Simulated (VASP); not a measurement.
The system is AlSn.

```
Sn Al
1.0
     4.16993    0.00000    0.00000
    -2.08496    3.61126    0.00000
     0.00000    0.00000    3.28465
Sn Al
1 1
Direct
  0.33333 0.66667 0.50000
  0.00000 0.00000 0.00000
```

Base run:

* Program: VASP 6.6.1
* Functional: PBE
* Potentials or basis: VASP PAW PBE potentials, release 64 (Sn_d, Al)
* Cutoff: 520 eV
* k mesh: 7 × 7 × 8
* Occupations: fermi-dirac, width 0.05 eV
* Spin: no spin polarisation

Its results: pressure 1.3 GPa.

Question: The run is repeated on the same cell with these changes: functional from PBE to PBEsol; further incar settings from ALGO = Normal; EDIFF = 1e-07; NBANDS = 16 to ALGO = Fast; EDIFF = 1e-06; NBANDS = 16. What comes out?

Answer: Pressure -0.8 GPa.

Caveats: the PAW data sets were made with another functional, which shifts forces and pressure a little (some runs).
